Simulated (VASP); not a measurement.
Here is a VASP 6.6.1 calculation.

File INCAR:

```
ALGO = Normal ; DIPOL = 0.5 0.5 0.500
EDIFF = 1E-6 ; ENCUT = 520
GGA = PE ; IDIPOL = 3
ISIF = 2 ; ISMEAR = 0
LASPH = True ; LCHARG = False
LDIPOL = True ; LREAL = False
LWAVE = False ; NBANDS = 48
NELM = 80 ; PREC = Accurate
SIGMA = 0.1
```

The input KPOINTS:

```
k-points
0
Gamma
  5 5 1
```

File POSCAR:

```
Ta
1.0
    3.3190540256      0.0000000000      0.0000000000
    0.0000000000      3.3190540256      0.0000000000
    0.0000000000      0.0000000000     24.9571620767
Ta
7
Direct
    0.5000000000      0.5000000000      0.3005149374
    0.0000000000      0.0000000000      0.3670099583
    0.5000000000      0.5000000000      0.4335049791
    0.0000000000      0.0000000000      0.5000000000
    0.5000000000      0.5000000000      0.5664950209
    0.0000000000      0.0000000000      0.6329900417
    0.5000000000      0.5000000000      0.6994850626
```

Potentials or basis: VASP PAW PBE potentials, release 64 (Ta_pv).

Launch:

```console
$ cat potpaw_PBE.64/Ta_pv/POTCAR > POTCAR
$ mpirun -np 1 vasp_std > vasp.out
```

(1) What does it give for the band gap on the k mesh?

(2) Predict the largest force.

Answers

(1) zero (an odd number of electrons rules out a gap without spin polarisation).

(2) 1.057 eV/Å.

Caveat: the k points lie up to 0.38 Å⁻¹ apart, too coarse for converged energies and pressures of a metal; spin-orbit coupling is left out, which moves the levels of the heavy elements.
